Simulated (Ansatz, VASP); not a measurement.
**AlAs in VASP and in Ansatz**

INCAR

```
SYSTEM = AlAs
ALGO     = Normal         ! electronic algorithm
EDIFF    = 1E-8           ! SCF threshold, eV
ENCUT    = 400            ! plane-wave cutoff, eV
GGA      = PS             ! functional
GGA_COMPAT= .False.      
ISIF     = 2              ! what is computed and relaxed
ISMEAR   = -1             ! smearing method
LASPH    = .True.         ! aspherical terms in the spheres
LCHARG   = .False.        ! write CHGCAR
LEFG     = .True.       
LREAL    = .False.        ! projectors in reciprocal space
LWAVE    = .False.        ! write WAVECAR
NBANDS   = 11             ! bands
NELM     = 120            ! most SCF steps
PREC     = Accurate       ! precision mode
SIGMA    = 0.05           ! smearing width, eV
```

KPOINTS

```
k-points
0
Gamma
  11 11 11
  0 0 0
```

Contents of POSCAR:

```
AlAs
1.0
    0.0000000000      2.7737920000      2.8304000000
    2.7737920000      0.0000000000      2.8304000000
    2.7737920000      2.7737920000      0.0000000000
Al As
1 1
Direct
    0.0000000000      0.0000000000      0.0000000000
    0.7500000000      0.7500000000      0.7500000000
```

Input for Ansatz:

```yaml
crystal:
  lattice:
    - [0.0, 2.773792, 2.8304]
    - [2.773792, 0.0, 2.8304]
    - [2.773792, 2.773792, 0.0]
  atoms:
    - { symbol: Al, position: [0.0, 0.0, 0.0] }
    - { symbol: As, position: [0.75, 0.75, 0.75] }
kpoints:
  mp_grid: { grid: [11, 11, 11] }
scf:
  occupations: { method: fermi_dirac, width: 0.05 }
hamiltonian:
  xc: pbesol
  pseudopotentials: { kind: paw }
output:
  forces: true
  stress: true
  eigenvalues: true
  efg: { contact_densities: true }
```

Change from the starting cell: equal xx and yy strain of -2 %, PAW files.

Alike in both runs: task electric field gradients; functional PBEsol; k mesh 11 × 11 × 11; occupations fermi-dirac, width 0.05 eV; no spin polarisation.

|  | VASP | Ansatz |
| --- | --- | --- |
| version | VASP 6.6.1 | Ansatz 0.2.0 |
| potentials or method | VASP PAW PBE potentials, release 64 (Al, As) | PAW with Ansatz's default frozen-core files, scalar-relativistic |
| plane-wave cutoff (eV) | 400 | 420 |
| valence electrons in the cell | 8 | 18 |

|  | VASP | Ansatz | Ansatz less VASP |
| --- | --- | --- | --- |
| pressure (GPa) | 4.1 | 3.8 | -0.32 |
| traceless stress, the component that is largest in VASP (GPa) | -0.72 | -0.73 | -0.006 |
| size of Vzz on the site where it differs most (V/Å²) | 5.2 | 5.6 | +0.38 |

VASP's potentials were made for PBE, not for PBEsol. VASP's potentials hold 8 valence electrons a cell and Ansatz's 18, so a difference there can come from the potentials and not from the codes.
